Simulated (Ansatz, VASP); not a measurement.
# BN: VASP beside Ansatz

```
B N
1.0
     3.60963    0.00000    0.00000
     0.00000   -3.60963    0.00000
     0.00000    0.00000   -3.60963
B N
4 4
Direct
  0.00000 0.00000 0.00000
  0.50000 0.50000 0.00000
  0.50000 0.00000 0.50000
  0.00000 0.50000 0.50000
  0.75000 0.73269 0.75000
  0.25000 0.25000 0.75000
  0.25000 0.75000 0.25000
  0.75000 0.25000 0.25000
```

Alike in both runs: task single point; functional r2SCAN; k mesh 6 × 6 × 6; occupations gaussian, width 0.05 eV; no spin polarisation.

|  | VASP | Ansatz |
| --- | --- | --- |
| version | VASP 6.6.1 | Ansatz 0.2.0 |
| potentials or method | VASP PAW PBE potentials, release 64 (B, N), cutoff 520 eV | scalar-relativistic, plane waves, PAW |
| valence electrons in the cell | 32 | 32 |

Ansatz gave:

* gap on the k mesh at the Fermi level (eV): 4.84
* least direct gap on the mesh (eV): 4.84
* pressure (GPa): 0.4
* traceless stress, the component that is largest in VASP (GPa): 0.19
* rms of the force components (eV/Å): 0.516

Estimate VASP's values.

gap on the k mesh at the Fermi level (eV): 4.82; least direct gap on the mesh (eV): 4.82; pressure (GPa): 1.5; traceless stress, the component that is largest in VASP (GPa): 0.24; rms of the force components (eV/Å): 0.517.

VASP's potentials were made for PBE, not for r2SCAN. Atom by atom the forces differ by 0.003 eV/Å (rms over components).
